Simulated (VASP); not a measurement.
# Ta16C (a cell with a defect) in VASP: single point with PBE+D3(BJ)

Aim: the single point of Ta16C (a cell with a defect) with PBE+D3(BJ).

Program: VASP 6.6.1. These are calculated values, not measurements. Logs are shortened: lines on timing, memory, paths and dates and some standing lists are left out, and cuts for length are marked.

**1. The cell of the first run**

The cell holds a defect, 17 atoms: a = 6.620 Å, b = 6.620 Å, c = 6.620 Å, α = 90.00°, β = 90.00°, γ = 90.00°.

**2. Single point, PBE+D3(BJ)**

INCAR reads:

```
SYSTEM = Ta16C
  PREC = Accurate
  ENCUT = 520
  EDIFF = 1E-7
  ISMEAR = 0
  SIGMA = 0.05
  LREAL = Auto
  LASPH = .TRUE.
  NELM = 100
  ALGO = Normal
  ISIF = 2
  LWAVE = .FALSE.
  LCHARG = .FALSE.
  GGA = PE
  IVDW = 12
  NBANDS = 104
```

KPOINTS reads:

```
regular mesh
0
G
  3 3 3
  0 0 0
```

POSCAR reads:

```
Ta16C
1.0
    6.6200000000      0.0000000000      0.0000000000
    0.0000000000      6.6200000000      0.0000000000
    0.0000000000      0.0000000000      6.6200000000
Ta C
16 1
Direct
    0.0096149547     -0.0142546828     -0.0003620846
    0.4974237160     -0.0067172205     -0.0002737160
    0.0095853474      0.5016670695     -0.0003614804
   -0.0150864048      0.0058679758      0.4997122356
    0.2494057402      0.2437175227      0.2512362538
    0.4974631420      0.4940746224     -0.0002749245
    0.5067327795      0.0021681269      0.4996486405
    0.7516368580      0.2436900302      0.2424862538
   -0.0151320242      0.4815933535      0.4997178248
    0.2437223565      0.7436927492      0.2954305136
    0.2494726586      0.2437182779      0.7480968278
    0.5067513595      0.4852791541      0.4996493958
    0.7509706949      0.7437273414      0.2517098187
    0.7515350453      0.2436921450      0.7568217523
    0.2437932024      0.7436959215      0.7040894260
    0.7508885196      0.7437312689      0.7476729607
    0.2805983384      0.7436771903     -0.0002808157
```

Potentials or basis: VASP PAW PBE potentials, release 64 (Ta_pv, C).

Launch:

```
$ cat potpaw_PBE.64/Ta_pv/POTCAR potpaw_PBE.64/C/POTCAR > POTCAR
$ mpirun -np 1 vasp_std > vasp.out
```

OUTCAR:

```text
SYSTEM = Ta16C
   PREC = Accurate
   ENCUT = 520
   EDIFF = 1E-7
   ISMEAR = 0
   LREAL = Auto
   LASPH = .TRUE.
   NELM = 100
   ISIF = 2
   GGA = PE
   IVDW = 12
 IVDW          = 12

 ion  position               nearest neighbor table
   1  0.010  0.986  1.000-  17 2.41   5 2.87  11 2.87  16 2.88  13 2.88   8 2.90  14 2.90  15 2.97
                            10 2.97   3 3.20   2 3.23   4 3.32   4 3.32   2 3.39   3 3.42
   2  0.497  0.993  1.000-  17 2.19   8 2.86  14 2.86   5 2.87  11 2.87  16 2.89  13 2.89  15 3.06
                            10 3.06   1 3.23   6 3.30   7 3.31   7 3.31   6 3.32   1 3.39
   3  0.010  0.502  1.000-  17 2.41   5 2.87  11 2.87  16 2.88  13 2.88   8 2.90  14 2.90  15 2.97
                            10 2.97   1 3.20   6 3.23   9 3.32   9 3.32   6 3.39   1 3.42
   4  0.985  0.006  0.500-  14 2.79   8 2.79  10 2.79  15 2.79  13 2.85  16 2.85  11 2.87   5 2.87
                             9 3.15   7 3.17   1 3.32   1 3.32   7 3.45   9 3.47
   5  0.249  0.244  0.251-   7 2.86  12 2.86   1 2.87   3 2.87   6 2.87   2 2.87   4 2.87   9 2.87
                            11 3.29   8 3.30  10 3.32  10 3.32   8 3.33  11 3.33
   6  0.497  0.494  1.000-  17 2.19   8 2.86  14 2.86   5 2.87  11 2.87  16 2.89  13 2.89  15 3.06
                            10 3.06   3 3.23   2 3.30  12 3.31  12 3.31   2 3.32   3 3.39
   7  0.507  0.002  0.500-  10 2.79  15 2.79  14 2.84   8 2.84  11 2.86   5 2.86  13 2.87  16 2.87
                             4 3.17  12 3.20   2 3.31   2 3.31  12 3.42   4 3.45
   8  0.752  0.244  0.242-   4 2.79   9 2.79   7 2.84  12 2.84   6 2.86   2 2.86   1 2.90   3 2.90
                            14 3.22   5 3.30  13 3.31  13 3.31   5 3.33  14 3.40
   9  0.985  0.482  0.500-  14 2.79   8 2.79  10 2.79  15 2.79  13 2.85  16 2.85  11 2.87   5 2.87
                             4 3.15  12 3.17   3 3.32   3 3.32  12 3.45   4 3.47
  10  0.244  0.744  0.295-  17 1.97  15 2.71   9 2.79   4 2.79  12 2.79   7 2.79   1 2.97   3 2.97
                             2 3.06   6 3.06  13 3.27   5 3.32   5 3.32  13 3.37
  11  0.249  0.244  0.748-   7 2.86  12 2.86   1 2.87   3 2.87   6 2.87   2 2.87   4 2.87   9 2.87
                             5 3.29  14 3.30  15 3.32  15 3.32  14 3.32   5 3.33
  12  0.507  0.485  0.500-  10 2.79  15 2.79  14 2.84   8 2.84  11 2.86   5 2.86  13 2.87  16 2.87
                             9 3.17   7 3.20   6 3.31   6 3.31   7 3.42   9 3.45
  13  0.751  0.744  0.252-   9 2.85   4 2.85  12 2.87   7 2.87   1 2.88   3 2.88   2 2.89   6 2.89
                            10 3.27  16 3.28   8 3.31   8 3.31  16 3.34  10 3.37
  14  0.752  0.244  0.757-   4 2.79   9 2.79   7 2.84  12 2.84   6 2.86   2 2.86   3 2.90   1 2.90
                             8 3.22  11 3.30  16 3.31  16 3.31  11 3.32   8 3.40
  15  0.244  0.744  0.704-  17 1.97  10 2.71   9 2.79   4 2.79  12 2.79   7 2.79   1 2.97   3 2.97
                             2 3.06   6 3.06  16 3.28  11 3.32  11 3.32  16 3.37
  16  0.751  0.744  0.748-   9 2.85   4 2.85  12 2.87   7 2.87   1 2.88   3 2.88   2 2.89   6 2.89
                            15 3.28  13 3.28  14 3.31  14 3.31  13 3.34  15 3.37
  17  0.281  0.744  1.000-  15 1.97  10 1.97   2 2.19   6 2.19   3 2.41   1 2.41

  LATTYP: Found a simple cubic cell.
 ALAT       =     6.6200000000

  Lattice vectors:

 A1 = (   6.6200000000,   0.0000000000,   0.0000000000)
 A2 = (   0.0000000000,   6.6200000000,   0.0000000000)
 A3 = (   0.0000000000,   0.0000000000,   6.6200000000)

Analysis of symmetry for initial positions (statically):
=====================================================================
 Subroutine PRICEL returns:
 Original cell was already a primitive cell.

 Routine SETGRP: Setting up the symmetry group for a
 simple cubic supercell.

 Subroutine GETGRP returns: Found  1 space group operations
 (whereof  1 operations were pure point group operations)
 out of a pool of 48 trial point group operations.

The static configuration has the point symmetry C_1 .

Analysis of symmetry for dynamics (positions and initial velocities):
=====================================================================
 Subroutine PRICEL returns:
 Original cell was already a primitive cell.

 Routine SETGRP: Setting up the symmetry group for a
 simple cubic supercell.

 Subroutine GETGRP returns: Found  1 space group operations
 (whereof  1 operations were pure point group operations)
 out of a pool of 48 trial point group operations.

The dynamic configuration has the point symmetry C_1 .

 Subroutine INISYM returns: Found  1 space group operations
 (whereof  1 operations are pure point group operations),
 and found     1 'primitive' translations

----------------------------------------------------------------------------------------

                                     Primitive cell

  volume of cell :     290.1175

  direct lattice vectors                    reciprocal lattice vectors
     6.620000000  0.000000000  0.000000000     0.151057402  0.000000000  0.000000000
     0.000000000  6.620000000  0.000000000     0.000000000  0.151057402  0.000000000
     0.000000000  0.000000000  6.620000000     0.000000000  0.000000000  0.151057402

  length of vectors
     6.620000000  6.620000000  6.620000000     0.151057402  0.151057402  0.151057402

  position of ions in fractional coordinates (direct lattice)
     0.009614955  0.985745317  0.999637915
     0.497423716  0.993282779  0.999726284
     0.009585347  0.501667070  0.999638520
     0.984913595  0.005867976  0.499712236
     0.249405740  0.243717523  0.251236254
     0.497463142  0.494074622  0.999725076
[... 9 lines left out ...]
     0.750888520  0.743731269  0.747672961
     0.280598338  0.743677190  0.999719184

  ion indices of the primitive-cell ions
   primitive index   ion index
                 1           1
                 2           2
                 3           3
                 4           4
                 5           5
                 6           6
[... 9 lines left out ...]
                16          16
                17          17

----------------------------------------------------------------------------------------

 KPOINTS: regular mesh

Automatic generation of k-mesh.
 Grid dimensions read from file:
 generate k-points for:    3    3    3

 Generating k-lattice:

  Cartesian coordinates                     Fractional coordinates (reciprocal lattice)
     0.050352467  0.000000000  0.000000000     0.333333333  0.000000000  0.000000000
     0.000000000  0.050352467  0.000000000     0.000000000  0.333333333  0.000000000
     0.000000000  0.000000000  0.050352467     0.000000000  0.000000000  0.333333333

  Length of vectors
     0.050352467  0.050352467  0.050352467

  Shift w.r.t. Gamma in fractional coordinates (k-lattice)
     0.000000000  0.000000000  0.000000000

 Subroutine IBZKPT returns following result:
 ===========================================

 Found     14 irreducible k-points:

 Following reciprocal coordinates:
            Coordinates               Weight
  0.000000  0.000000  0.000000      1.000000
  0.333333  0.000000  0.000000      2.000000
  0.000000  0.333333  0.000000      2.000000
  0.000000  0.000000  0.333333      2.000000
  0.333333  0.333333  0.000000      2.000000
  0.000000  0.333333  0.333333      2.000000
  0.333333  0.000000  0.333333      2.000000
 -0.333333  0.333333  0.000000      2.000000
 -0.333333  0.000000  0.333333      2.000000
  0.000000 -0.333333  0.333333      2.000000
  0.333333  0.333333  0.333333      2.000000
 -0.333333  0.333333  0.333333      2.000000
 -0.333333 -0.333333  0.333333      2.000000
  0.333333 -0.333333  0.333333      2.000000
   k-points           NKPTS =     14   k-points in BZ     NKDIM =     14   number of bands    NBANDS=    104
   number of dos      NEDOS =    301   number of ions     NIONS =     17
   total plane-waves  NPLWV = 125000
   dimension x,y,z NGX =    50 NGY =   50 NGZ =   50
   dimension x,y,z NGXF=   100 NGYF=  100 NGZF=  100
   ions per type =              16   1
   NGX,Y,Z   is equivalent  to a cutoff of  12.56, 12.56, 12.56 a.u.
   NGXF,Y,Z  is equivalent  to a cutoff of  25.11, 25.11, 25.11 a.u.
 SYSTEM =  Ta16C
   PREC   = accura    normal or accurate (medium, high low for compatibility)
   ISTART =      0    job   : 0-new  1-cont  2-samecut
   ICHARG =      2    charge: 1-file 2-atom 10-const
   ISPIN  =      1    spin polarized calculation?
   LNONCOLLINEAR =      F non collinear calculations
   LSORBIT =      F    spin-orbit coupling
   LASPH  =      T    aspherical Exc in radial PAW
   ENCUT  =  520.0 eV  38.22 Ry    6.18 a.u.  12.31 12.31 12.31*2*pi/ulx,y,z
   NELM   =    100;   NELMIN=  2; NELMDL= -5     # of ELM steps
   EDIFF  = 0.1E-06   stopping-criterion for ELM
   LREAL  =      T    real-space projection
   EDIFFG = 0.1E-05   stopping-criterion for IOM
   NSW    =      0    number of steps for IOM
   IBRION =     -1    ionic relax: 0-MD 1-quasi-New 2-CG
   NFREE  =      0    steps in history (QN), initial steepest desc. (CG)
   ISIF   =      2    stress and relaxation
   ISYM   =      2    0-nonsym 1-usesym 2-fastsym
   POTIM  = 0.5000    time-step for ionic-motion
   TEBEG  =    0.0;   TEEND  =   0.0 temperature during run
   PSTRESS=    0.0 pullay stress
   NELECT =     180.0000    total number of electrons
   NUPDOWN=      -1.0000    fix difference up-down
   EMIN   =  10.00;   EMAX   =-10.00  energy-range for DOS
   EFERMI =   0.00;   METHOD = LEGACY
   ISMEAR =     0;   SIGMA  =   0.05  broadening in eV -4-tet -1-fermi 0-gaus
   EFERMI_NEDOS =   21; number of points for ismear=-14 and -15
   IALGO  =     38    algorithm
   IMIX   =      4    mixing-type and parameters
     AMIX     =   0.40;   BMIX     =  1.00
     AMIX_MAG =   1.60;   BMIX_MAG =  1.00
  volume/ion in A,a.u.               =      17.07       115.17
  Fermi-wavevector in a.u.,A,eV,Ry     =   1.396286  2.638598 26.526112  1.949614
  Thomas-Fermi vector in A             =   2.519655
   LORBIT       =      0    0 simple, 1 ext, 2 COOP (PROOUT), +10 PAW based schemes
   GGA     = PE    functional components
   LHFCALC =     F    Hartree Fock is set to
   AEXX    =    0.0000 exact exchange contribution
   IVDW    =    12    specifies the selected vdW correction
   LEPSILON=     F    determine dielectric tensor
   LRPA    =     F    only Hartree local field effects (RPA)
 non-spin polarized calculation
 Gauss-broadening in eV      SIGMA  =   0.05
  energy-cutoff  :      520.00
  volume of cell :      290.12
 maximum number of plane-waves:      7820
 NGX is ok and might be reduce to    50
   NGX = 25   NGY = 25   NGZ = 25

 number of electron     180.0000001 magnetization

 Free energy of the ion-electron system (eV)
  ---------------------------------------------------
  ext. energy  EPLUGINS =         0.00000000
  ---------------------------------------------------
  free energy    TOTEN  =      -198.04932441 eV

  energy without entropy =     -198.02382591  energy(sigma->0) =     -198.03657516

 E-fermi :   5.6758     XC(G=0): -12.6928

 val. band max:        5.6556940012   @ k =  -0.3333   0.0000   0.3333
 cond. band min:       5.6881878180   @ k =   0.0000   0.3333   0.0000
 fundamental gap:      0.0324938168
 Fermi energy:         5.6757807196

 k-point     1 :       0.0000    0.0000    0.0000
  band No.  band energies     occupation
      1     -28.7492      2.00000
      2     -28.6023      2.00000
      3     -28.6003      2.00000
      4     -28.5932      2.00000
      5     -28.5617      2.00000
      6     -28.5602      2.00000
[... 94 lines left out ...]
    101       7.3417      0.00000
    102       7.4269      0.00000

 k-point     2 :       0.3333    0.0000    0.0000
  band No.  band energies     occupation
      1     -28.6854      2.00000
      2     -28.5271      2.00000
      3     -28.5063      2.00000
      4     -28.5053      2.00000
      5     -28.4867      2.00000
      6     -28.4768      2.00000
[... 1354 lines left out ...]
    101       8.4055      0.00000
    102       8.5075      0.00000
 [bands above 102 left out]

------------------------ aborting loop because EDIFF is reached ----------------------------------------

 Edisp (eV)  -10.94160

 E8    (eV) :    -5.6825

  FORCE on cell =-STRESS in cart. coord.  units (eV):
  Direction    XX          YY          ZZ          XY          YZ          ZX
  --------------------------------------------------------------------------------------
  -------------------------------------------------------------------------------------
  Total      -2.05344    -1.13726    15.51016     0.00319    -0.00145     0.00184
  in kB     -11.34015    -6.28051    85.65504     0.01762    -0.00798     0.01017
  external pressure =       22.68 kB  Pullay stress =        0.00 kB

 VOLUME and BASIS-vectors are now :
 -----------------------------------------------------------------------------
  energy-cutoff  :      520.00
  volume of cell :      290.12
      direct lattice vectors                 reciprocal lattice vectors
     6.620000000  0.000000000  0.000000000     0.151057402  0.000000000  0.000000000
     0.000000000  6.620000000  0.000000000     0.000000000  0.151057402  0.000000000
     0.000000000  0.000000000  6.620000000     0.000000000  0.000000000  0.151057402

 POSITION                                       TOTAL-FORCE (eV/Angst)
 -----------------------------------------------------------------------------------
      0.06365      6.52563      6.61760         0.141386     -0.135078      0.002903
      3.29294      6.57553      6.61819        -0.109026     -0.293622     -0.001491
      0.06345      3.32104      6.61761         0.142730      0.133892      0.003331
      6.52013      0.03885      3.30809         0.015441      0.050183     -0.000250
      1.65107      1.61341      1.66318         0.082632      0.000962      0.017059
      3.29321      3.27077      6.61818        -0.112063      0.300706     -0.000874
[... 9 lines left out ...]
      4.97088      4.92350      4.94959         0.046561     -0.000068      0.021847
      1.85756      4.92314      6.61814        -1.081445     -0.002271      0.010237
 -----------------------------------------------------------------------------------
    total drift:                               -0.009066     -0.004987      0.000016

  FREE ENERGIE OF THE ION-ELECTRON SYSTEM (eV)
  ---------------------------------------------------
  free  energy   TOTEN  =      -208.9909235324 eV

  energy  without entropy=     -208.9654250299  energy(sigma->0) =     -208.97817428
```

It took 8 min on 1 thread of Intel Xeon 6975P-C (Granite Rapids), shared host; peak memory 0.5 GiB.

Results:

- Free energy: -208.9909 eV
- Pressure: 2.3 GPa
- Largest force: 1.081 eV/Å
- Band gap on the k mesh: zero (bands 90 and 91 overlap by 1.39 eV)
- Dispersion energy per atom: -0.644 eV

Forces on the atoms (eV/Å):
```
Ta   0.141 -0.135  0.003
Ta  -0.109 -0.294 -0.001
Ta   0.143  0.134  0.003
Ta   0.015  0.050  0.000
Ta   0.083  0.001  0.017
Ta  -0.112  0.301 -0.001
Ta   0.197  0.152  0.001
Ta  -0.019  0.000 -0.160
Ta   0.015 -0.055  0.000
Ta   0.189  0.000  0.216
Ta   0.080  0.001 -0.015
Ta   0.198 -0.154  0.001
Ta   0.043  0.000 -0.022
Ta  -0.016  0.000  0.164
Ta   0.185  0.000 -0.238
Ta   0.047  0.000  0.022
C   -1.081 -0.002  0.010
```

Stress tensor (GPa, compression positive):
```
-1.13  0.00  0.00
 0.00 -0.63  0.00
 0.00  0.00  8.57
```

Caveat: spin-orbit coupling is left out, which moves the levels of the heavy elements.

The gap in the log of VASP goes by the Fermi energy; the results here count the filled bands.